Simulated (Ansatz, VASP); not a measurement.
**Sc: VASP beside Ansatz**

The input INCAR:

```
SYSTEM = Sc
PREC = Accurate
ENCUT = 520
EDIFF = 1E-6
ISMEAR = -1
SIGMA = 0.05
LREAL = .False.
LASPH = .True.
NELM = 60
ALGO = Normal
ISIF = 2
LWAVE = .False.
LCHARG = .True.
GGA = PE
LELF = .True.
LVHAR = .True.
NBANDS = 12
```

KPOINTS

```
regular mesh
0
Gamma
  10 10 10
  0 0 0
```

Contents of POSCAR:

```
Sc
1.0
    0.0000000000      2.2294557152      2.2294557152
    2.2294557152      0.0000000000      2.2294557152
    2.2294557152      2.2294557152      0.0000000000
Sc
1
Direct
    0.0000000000      0.0000000000      0.0000000000
```

The input input.yaml:

```yaml
crystal:
  lattice:
    - [0.0, 2.2294557152, 2.2294557152]
    - [2.2294557152, 0.0, 2.2294557152]
    - [2.2294557152, 2.2294557152, 0.0]
  atoms:
    - { symbol: Sc, position: [0.0, 0.0, 0.0] }
kpoints:
  mp_grid: { grid: [10, 10, 10] }
scf:
  occupations: { method: fermi_dirac, width: 0.05 }
hamiltonian:
  xc: pbe
  pseudopotentials: { kind: all_electron, lapw: { basis_error: 0.0005 } }
output:
  forces: true
  stress: true
  eigenvalues: true
```

Change from the starting cell: volume scaled by 0.96.

Alike in both runs: task single point; functional PBE; k mesh 10 × 10 × 10; occupations fermi-dirac, width 0.05 eV; no spin polarisation.

|  | VASP | Ansatz |
| --- | --- | --- |
| version | VASP 6.6.1 | Ansatz 0.2.0 |
| potentials or method | VASP PAW PBE potentials, release 64 (Sc_sv), cutoff 520 eV | all-electron LAPW, scalar-relativistic |

Ansatz gave:

* gap on the k mesh at the Fermi level (eV): none
* pressure (GPa): 6.5

Q: What did VASP give for the same quantities?

A: gap on the k mesh at the Fermi level (eV): none; pressure (GPa): 6.6.

A gap of «none» marks a metal or a gap that the smearing closes. Ansatz ran all-electron here, and VASP with PAW potentials.
